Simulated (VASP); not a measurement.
Here is a VASP 6.6.1 calculation.

File INCAR:

```
PREC     = Accurate       # precision mode
ENCUT    = 520            # plane-wave cutoff, eV
EDIFF    = 1E-6           # SCF threshold, eV
ISMEAR   = 0              # smearing method
SIGMA    = 0.01           # smearing width, eV
LREAL    = Auto         
LASPH    = True           # aspherical terms in the spheres
NELM     = 150            # most SCF steps
ALGO     = Normal         # electronic algorithm
ISIF     = 2              # what is computed and relaxed
LWAVE    = False          # write WAVECAR
LCHARG   = True           # write CHGCAR
ISPIN    = 2              # spin polarisation
MAGMOM   = 0 0 0.091 0 0 0.091 0 0.091 0.091 0 0 0.091 0.091 0 0 0 0.091 0 0 0.091 0 0 0.091 0 0 0.091 0 0 0 0 0 0.091 0 # initial moments
LORBIT   = 11             # projections on sites
GGA      = PE             # functional
LVHAR    = True         
NBANDS   = 92             # bands
KPAR     = 2
```

File KPOINTS:

```
Automatic mesh
0
Gamma
  2 2 2
  0.5 0.5 0.5
```

POSCAR

```
Al17P16
1.0
    5.5073398859      5.5073398859     -5.5073398859
   -5.5073398859     -5.5073398859     -5.5073398859
   -5.5073398859      5.5073398859      5.5073398859
Al P
17 16
Direct
    0.2485476816     -0.0010416327      0.7485409138
    0.4991330311      0.7494963841      0.7487370458
    0.7400495658      0.4996379239      0.7399915120
    0.7487567065     -0.0010607339      0.2486829263
   -0.0007488739      0.9900938989     -0.0010906921
    0.2581380533      0.7584645601     -0.0010499384
    0.4889484697      0.4986980810     -0.0013895681
    0.7398284527      0.2404493793     -0.0011973638
   -0.0006565653      0.2412101968      0.7399701618
    0.5094940214      0.0092241818      0.5088360920
    0.7490949669      0.7492207506      0.4985943237
   -0.0009040573      0.7583193110      0.2571686550
    0.2573084919      0.4994563213      0.2573441336
    0.4989093091      0.2494862546      0.2487895419
   -0.0007829738      0.4990432623      0.4887808707
    0.2490738849      0.2492737039      0.4985884729
   -0.0011425861      0.4995815683     -0.0015232204
    0.2506754773      1.0022014726     -0.0012005195
    0.5016503713      0.7506007077     -0.0014556192
    0.7442745518      0.4996033811     -0.0011075813
    0.7485891720     -0.0031488420      0.4963833973
   -0.0011889967      1.0022604547      0.2502775061
    0.2540116937      0.7545929176      0.2537435595
    0.5012389818      0.4992947149      0.2504349510
    0.7471818727      0.2474735012      0.2498844170
   -0.0011149524      0.2450038188     -0.0012973662
    0.4959964326      0.9966193421      0.7476271461
    0.7476103081      0.7508752682      0.7472248746
   -0.0011189031      0.7505793088      0.5010014666
    0.2509500642      0.4993504156      0.5015567800
    0.4963988698      0.2482523190      0.4960721302
   -0.0008610258      0.4999708667      0.7440197399
    0.2498870223      0.2473555895      0.7467458453
```

Potentials or basis: VASP PAW PBE potentials, release 64 (Al, P).

Launch:

```sh
$ cat potpaw_PBE.64/Al/POTCAR potpaw_PBE.64/P/POTCAR > POTCAR
$ mpirun -np 4 vasp_std > vasp.out
```

Question: What does it give for the pressure?

Answer: 1.6 GPa.

Question: Estimate the largest force.

Answer: 0.027 eV/Å.

Question: Predict the site moments.

Answer: Al +0.00, +0.01, +0.04 (each value once); P +0.00 μB.

Question: Predict the net moment.

Answer: 0.50 μB per cell.

Forces in eV/Å, atoms in the order of the input:
```
Al   0.001 -0.002 -0.008
Al  -0.008  0.008  0.001
Al   0.004 -0.008 -0.003
Al  -0.009 -0.010 -0.010
Al   0.009  0.001  0.016
Al   0.001 -0.003  0.000
Al  -0.022 -0.015 -0.003
Al   0.000 -0.002 -0.005
Al   0.005  0.002  0.005
Al  -0.020 -0.009 -0.003
Al  -0.004  0.005  0.005
Al  -0.024  0.008  0.007
Al  -0.006  0.021 -0.003
Al   0.000  0.011 -0.003
Al   0.000 -0.020 -0.009
Al  -0.003  0.007  0.003
Al  -0.007  0.007 -0.001
P    0.001  0.000 -0.003
P    0.003  0.004  0.001
P    0.016 -0.003  0.007
P    0.006 -0.008  0.008
P    0.007  0.009 -0.005
P    0.017 -0.005  0.005
P    0.006  0.008 -0.016
P    0.002  0.000  0.003
P    0.008 -0.011  0.003
P    0.004  0.006 -0.004
P    0.006 -0.004  0.004
P   -0.001 -0.005 -0.002
P    0.002 -0.005 -0.001
P    0.003  0.005  0.002
P    0.003  0.003  0.014
P   -0.001  0.003 -0.002
```

Caveat: the k points lie up to 0.40 Å⁻¹ apart; the cell differs from its parent crystal (with an interstitial atom, then relaxed in part).
